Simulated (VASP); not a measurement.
# KCl (P6_3/mmc) in VASP: further runs

KCl is run at these levels: LDA, r2SCAN; tasks: single point.

All numbers are computed with VASP 6.6.1; they aren't measurements. Logs are shortened: lines on timing, memory, paths and dates and some standing lists are left out, and cuts for length are marked.

**1. The cell of the first run**

The structure is hexagonal, space group P6_3/mmc (No. 194). Conventional cell: a = 4.340 Å, b = 4.340 Å, c = 7.636 Å, α = 90.00°, β = 90.00°, γ = 120.00°. K (site symmetry -3m) has 6 Cl at 3.15 Å and 2 K at 3.82 Å within 4.1 Å. Cl (site symmetry -6m2) has 6 K at 3.15 Å within 4.1 Å.

**2. Single point, LDA**

Input file INCAR:

```
PREC = Accurate ; ENCUT = 520
EDIFF = 1E-6 ; ISMEAR = 0
SIGMA = 0.01 ; LREAL = False
LASPH = True ; NELM = 100
ALGO = Normal ; ISIF = 2
LWAVE = False ; LCHARG = True
GGA = CA ; LELF = True
LVHAR = True ; NBANDS = 24
```

Input file KPOINTS:

```
regular mesh
0
Gamma
  6 6 4
```

Input file POSCAR:

```
KCl
1.0
    4.3400788661      0.0000000000      0.0000000000
   -2.1700394331      3.7586185525      0.0000000000
    0.0000000000      0.0000000000      7.6359739997
K Cl
2 2
Direct
    0.0000000000      0.0000000000      0.0000000000
    0.0000000000      0.0000000000      0.5000000000
    0.3333333333      0.6666666667      0.2500000000
    0.6666666667      0.3333333333      0.7500000000
```

Potentials or basis: VASP PAW LDA potentials, release 64 (K_sv, Cl).

The run is started by

```sh
> cat potpaw_LDA.64/K_sv/POTCAR potpaw_LDA.64/Cl/POTCAR > POTCAR
> mpirun -np 1 vasp_std > vasp.out
```

OUTCAR:

```text
PREC = Accurate
   ENCUT = 520
   EDIFF = 1E-6
   ISMEAR = 0
   LREAL = False
   LASPH = True
   NELM = 100
   ISIF = 2
   GGA = CA

 ion  position               nearest neighbor table
   1  0.000  0.000  0.000-   3 3.15   4 3.15   4 3.15   3 3.15   4 3.15   3 3.15
   2  0.000  0.000  0.500-   3 3.15   4 3.15   4 3.15   3 3.15   4 3.15   3 3.15
   3  0.333  0.667  0.250-   1 3.15   2 3.15   1 3.15   2 3.15   1 3.15   2 3.15
   4  0.667  0.333  0.750-   1 3.15   2 3.15   1 3.15   2 3.15   1 3.15   2 3.15

  LATTYP: Found a hexagonal cell.
 ALAT       =     4.3400788661
 C/A-ratio  =     1.7594090419

  Lattice vectors:

 A1 = (   4.3400788661,   0.0000000000,   0.0000000000)
 A2 = (  -2.1700394331,   3.7586185525,   0.0000000000)
 A3 = (   0.0000000000,   0.0000000000,   7.6359739997)

Analysis of symmetry for initial positions (statically):
=====================================================================
 Subroutine PRICEL returns:
 Original cell was already a primitive cell.

 Routine SETGRP: Setting up the symmetry group for a
 hexagonal supercell.

 Subroutine GETGRP returns: Found 24 space group operations
 (whereof 12 operations were pure point group operations)
 out of a pool of 24 trial point group operations.

The static configuration has the point symmetry D_3d.
 The point group associated with its full space group is D_6h.

Analysis of symmetry for dynamics (positions and initial velocities):
=====================================================================
 Subroutine PRICEL returns:
 Original cell was already a primitive cell.

 Routine SETGRP: Setting up the symmetry group for a
 hexagonal supercell.

 Subroutine GETGRP returns: Found 24 space group operations
 (whereof 12 operations were pure point group operations)
 out of a pool of 24 trial point group operations.

The dynamic configuration has the point symmetry D_3d.
 The point group associated with its full space group is D_6h.

 Subroutine INISYM returns: Found 24 space group operations
 (whereof 12 operations are pure point group operations),
 and found     1 'primitive' translations

----------------------------------------------------------------------------------------

                                     Primitive cell

  volume of cell :     124.5634

  direct lattice vectors                    reciprocal lattice vectors
     4.340078866  0.000000000  0.000000000     0.230410560  0.133027599  0.000000000
    -2.170039433  3.758618553  0.000000000     0.000000000  0.266055197  0.000000000
     0.000000000  0.000000000  7.635974000     0.000000000  0.000000000  0.130959063

  length of vectors
     4.340078866  4.340078866  7.635974000     0.266055197  0.266055197  0.130959063

  position of ions in fractional coordinates (direct lattice)
     0.000000000  0.000000000  0.000000000
     0.000000000  0.000000000  0.500000000
     0.333333333  0.666666667  0.250000000
     0.666666667  0.333333333  0.750000000

  ion indices of the primitive-cell ions
   primitive index   ion index
                 1           1
                 2           2
                 3           3
                 4           4

----------------------------------------------------------------------------------------

 KPOINTS: regular mesh

Automatic generation of k-mesh.
 Grid dimensions read from file:
 generate k-points for:    6    6    4

 Generating k-lattice:

  Cartesian coordinates                     Fractional coordinates (reciprocal lattice)
     0.038401760  0.022171266  0.000000000     0.166666667 -0.000000000  0.000000000
     0.000000000  0.044342533  0.000000000     0.000000000  0.166666667  0.000000000
     0.000000000  0.000000000  0.032739766     0.000000000  0.000000000  0.250000000

  Length of vectors
     0.044342533  0.044342533  0.032739766

  Shift w.r.t. Gamma in fractional coordinates (k-lattice)
     0.000000000  0.000000000  0.000000000

 Subroutine IBZKPT returns following result:
 ===========================================

 Found     21 irreducible k-points:

 Following reciprocal coordinates:
            Coordinates               Weight
  0.000000  0.000000  0.000000      1.000000
  0.166667  0.000000  0.000000      6.000000
  0.333333  0.000000  0.000000      6.000000
  0.500000  0.000000  0.000000      3.000000
  0.166667  0.166667  0.000000      6.000000
  0.333333  0.166667  0.000000     12.000000
[... 13 lines left out ...]
  0.333333  0.166667  0.500000     12.000000
  0.333333  0.333333  0.500000      2.000000
   k-points           NKPTS =     21   k-points in BZ     NKDIM =     21   number of bands    NBANDS=     24
   number of dos      NEDOS =    301   number of ions     NIONS =      4
   total plane-waves  NPLWV =  61440
   dimension x,y,z NGX =    32 NGY =   32 NGZ =   60
   dimension x,y,z NGXF=    64 NGYF=   64 NGZF=  120
   ions per type =               2   2
   NGX,Y,Z   is equivalent  to a cutoff of  12.26, 12.26, 13.06 a.u.
   NGXF,Y,Z  is equivalent  to a cutoff of  24.52, 24.52, 26.13 a.u.
 SYSTEM =  unknown system
   PREC   = accura    normal or accurate (medium, high low for compatibility)
   ISTART =      0    job   : 0-new  1-cont  2-samecut
   ICHARG =      2    charge: 1-file 2-atom 10-const
   ISPIN  =      1    spin polarized calculation?
   LNONCOLLINEAR =      F non collinear calculations
   LSORBIT =      F    spin-orbit coupling
   LASPH  =      T    aspherical Exc in radial PAW
   ENCUT  =  520.0 eV  38.22 Ry    6.18 a.u.   8.07  8.07 14.20*2*pi/ulx,y,z
   NELM   =    100;   NELMIN=  2; NELMDL= -5     # of ELM steps
   EDIFF  = 0.1E-05   stopping-criterion for ELM
   LREAL  =      F    real-space projection
   EDIFFG = 0.1E-04   stopping-criterion for IOM
   NSW    =      0    number of steps for IOM
   IBRION =     -1    ionic relax: 0-MD 1-quasi-New 2-CG
   NFREE  =      0    steps in history (QN), initial steepest desc. (CG)
   ISIF   =      2    stress and relaxation
   ISYM   =      2    0-nonsym 1-usesym 2-fastsym
   POTIM  = 0.5000    time-step for ionic-motion
   TEBEG  =    0.0;   TEEND  =   0.0 temperature during run
   PSTRESS=    0.0 pullay stress
   NELECT =      32.0000    total number of electrons
   NUPDOWN=      -1.0000    fix difference up-down
   EMIN   =  10.00;   EMAX   =-10.00  energy-range for DOS
   EFERMI =   0.00;   METHOD = LEGACY
   ISMEAR =     0;   SIGMA  =   0.01  broadening in eV -4-tet -1-fermi 0-gaus
   EFERMI_NEDOS =   21; number of points for ismear=-14 and -15
   IALGO  =     38    algorithm
   IMIX   =      4    mixing-type and parameters
     AMIX     =   0.40;   BMIX     =  1.00
     AMIX_MAG =   1.60;   BMIX_MAG =  1.00
  volume/ion in A,a.u.               =      31.14       210.15
  Fermi-wavevector in a.u.,A,eV,Ry     =   1.040706  1.966649 14.736048  1.083069
  Thomas-Fermi vector in A             =   2.175294
   LORBIT       =      0    0 simple, 1 ext, 2 COOP (PROOUT), +10 PAW based schemes
   GGA     = CA    functional components
   LHFCALC =     F    Hartree Fock is set to
   AEXX    =    0.0000 exact exchange contribution
   IVDW    =     0    specifies the selected vdW correction
   LEPSILON=     F    determine dielectric tensor
   LRPA    =     F    only Hartree local field effects (RPA)
 non-spin polarized calculation
 Gauss-broadening in eV      SIGMA  =   0.01
  energy-cutoff  :      520.00
  volume of cell :      124.56
 maximum number of plane-waves:      3372
   NGX = 17   NGY = 17   NGZ = 29

 number of electron      32.0000000 magnetization

 Free energy of the ion-electron system (eV)
  ---------------------------------------------------
  ext. energy  EPLUGINS =         0.00000000
  ---------------------------------------------------
  free energy    TOTEN  =       -14.62909823 eV

  energy without entropy =      -14.62909823  energy(sigma->0) =      -14.62909823

 E-fermi :  -1.8981     XC(G=0):  -8.1080

 val. band max:       -2.0097723574   @ k =   0.0000   0.0000   0.0000
 cond. band min:       2.6757995113   @ k =   0.0000   0.0000   0.0000
 fundamental gap:      4.6855718688
 Fermi energy:        -1.8980987740

 k-point     1 :       0.0000    0.0000    0.0000
  band No.  band energies     occupation
      1     -29.0103      2.00000
      2     -28.9870      2.00000
      3     -14.3581      2.00000
      4     -14.0929      2.00000
      5     -12.7085      2.00000
      6     -12.7085      2.00000
[... 16 lines left out ...]
     23       6.5457      0.00000
     24       6.5457      0.00000

 k-point     2 :       0.1667    0.0000    0.0000
  band No.  band energies     occupation
      1     -29.0076      2.00000
      2     -28.9847      2.00000
      3     -14.2905      2.00000
      4     -14.1360      2.00000
      5     -12.7187      2.00000
      6     -12.7078      2.00000
[... 16 lines left out ...]
     23       6.8289      0.00000
     24       6.8551      0.00000

 k-point     3 :       0.3333    0.0000    0.0000
  band No.  band energies     occupation
      1     -29.0022      2.00000
      2     -28.9802      2.00000
      3     -14.2510      2.00000
      4     -14.0882      2.00000
      5     -12.7912      2.00000
      6     -12.7831      2.00000
[... 16 lines left out ...]
     23       7.6876      0.00000
     24       7.7066      0.00000
[... 433 lines left out ...]
 k-point    20 :       0.3333    0.1667    0.5000
  band No.  band energies     occupation
      1     -28.9887      2.00000
      2     -28.9887      2.00000
      3     -14.1474      2.00000
      4     -14.1474      2.00000
      5     -12.7843      2.00000
      6     -12.7843      2.00000
[... 16 lines left out ...]
     23       7.9881      0.00000
     24       7.9881      0.00000

 k-point    21 :       0.3333    0.3333    0.5000
  band No.  band energies     occupation
      1     -28.9874      2.00000
      2     -28.9874      2.00000
      3     -14.1345      2.00000
      4     -14.1345      2.00000
      5     -12.8021      2.00000
      6     -12.8021      2.00000
[... 16 lines left out ...]
     23       7.6444      0.00000
     24       7.6522      0.00000

------------------------ aborting loop because EDIFF is reached ----------------------------------------

  FORCE on cell =-STRESS in cart. coord.  units (eV):
  Direction    XX          YY          ZZ          XY          YZ          ZX
  --------------------------------------------------------------------------------------
  -------------------------------------------------------------------------------------
  Total       -1.4138413     -1.4138413     -1.5484849      0.0000000      0.0000000      0.0000000
  in kB      -18.1853190    -18.1853190    -19.9171524      0.0000000      0.0000000      0.0000000
  external PRESSURE =     -18.7625968 kB  Pullay stress =       0.0000000 kB

 VOLUME and BASIS-vectors are now :
 -----------------------------------------------------------------------------
  energy-cutoff  :      520.00
  volume of cell :      124.56
      direct lattice vectors                 reciprocal lattice vectors
     4.340078866  0.000000000  0.000000000     0.230410560  0.133027599  0.000000000
    -2.170039433  3.758618553  0.000000000     0.000000000  0.266055197  0.000000000
     0.000000000  0.000000000  7.635974000     0.000000000  0.000000000  0.130959063

 POSITION                                       TOTAL-FORCE (eV/Angst)
 -----------------------------------------------------------------------------------
      0.00000      0.00000      0.00000        -0.000000     -0.000000      0.000000
      0.00000      0.00000      3.81799        -0.000000     -0.000000      0.000000
     -0.00000      2.50575      1.90899        -0.000000      0.000000     -0.000000
      2.17004      1.25287      5.72698         0.000000     -0.000000      0.000000
 -----------------------------------------------------------------------------------
    total drift:                                0.000000     -0.000000      0.000000

  FREE ENERGIE OF THE ION-ELECTRON SYSTEM (eV)
  ---------------------------------------------------
  free  energy   TOTEN  =       -14.6290982343 eV

  energy  without entropy=      -14.6290982343  energy(sigma->0) =      -14.62909823
```

Run time: 57 s. Hardware: 1 thread of AMD EPYC 7R13 (Zen 3), shared host; peak memory 0.18 GiB.

Results:

* Free energy: -14.6291 eV
* Pressure: -1.9 GPa
* Band gap on the k mesh: 4.69 eV

**3. Single point, r2SCAN**

POSCAR is that of step 2.

Input file INCAR.step1:

```
ALGO     = Normal         # electronic algorithm
EDIFF    = 1E-4           # SCF threshold, eV
ENCUT    = 520            # plane-wave cutoff, eV
GGA      = PE             # functional
ISMEAR   = 0              # smearing method
LASPH    = T              # aspherical terms in the spheres
LCHARG   = F              # write CHGCAR
LREAL    = F              # projectors in reciprocal space
LWAVE    = T              # write WAVECAR
NBANDS   = 24             # bands
NELM     = 100            # most SCF steps
PREC     = Accurate       # precision mode
SIGMA    = 0.01           # smearing width, eV
```

Input file INCAR.step2:

```
ALGO     = Normal         # electronic algorithm
EDIFF    = 1E-6           # SCF threshold, eV
ENCUT    = 520            # plane-wave cutoff, eV
ISIF     = 2              # what is computed and relaxed
ISMEAR   = 0              # smearing method
ISTART   = 1            
LASPH    = T              # aspherical terms in the spheres
LCHARG   = T              # write CHGCAR
LELF     = T              # ELF
LMIXTAU  = T            
LREAL    = F              # projectors in reciprocal space
LVHAR    = T            
LWAVE    = F              # write WAVECAR
METAGGA  = R2SCAN         # meta-GGA
NBANDS   = 24             # bands
NELM     = 100            # most SCF steps
PREC     = Accurate       # precision mode
SIGMA    = 0.01           # smearing width, eV
```

Input file KPOINTS:

```
k-points
0
Gamma
  6 6 2
```

Potentials or basis: VASP PAW PBE potentials, release 64 (K_sv, Cl).

The run is started by

```sh
> cat potpaw_PBE.64/K_sv/POTCAR potpaw_PBE.64/Cl/POTCAR > POTCAR
> cp INCAR.step1 INCAR
> mpirun -np 1 vasp_std > vasp.out
> cp INCAR.step2 INCAR
> mpirun -np 1 vasp_std > vasp.out
```

Wall time 3.4 min (1 thread of AMD EPYC 7R13 (Zen 3), shared host); peak memory 0.23 GiB.

The run converged. Its results:

```yaml
Free_energy: -32.8974 eV
Pressure: 0.0 GPa
Band_gap_on_the_k_mesh: 5.77 eV
```

Levels at points of the mesh, in eV from the valence-band top:
```tsv
k point	band 12	band 13	band 14	band 15	band 16	band 17	band 18	band 19	band 20	band 21
(0.00, 0.00, 0.00)	-0.26	-0.26	-0.15	0.00	0.00	5.77	7.95	8.15	9.28	9.33
(0.50, 0.00, 0.00)	-0.64	-0.54	-0.45	-0.34	-0.22	7.32	8.37	8.43	9.20	10.29
(0.00, 0.00, 0.50)	-0.68	-0.14	-0.14	-0.14	-0.14	6.97	6.97	8.58	8.58	9.83
(0.50, 0.00, 0.50)	-0.91	-0.42	-0.42	-0.28	-0.28	7.95	7.95	8.55	8.55	10.43
```

Caveat: the PAW data sets were made with another functional, which shifts forces and pressure a little.
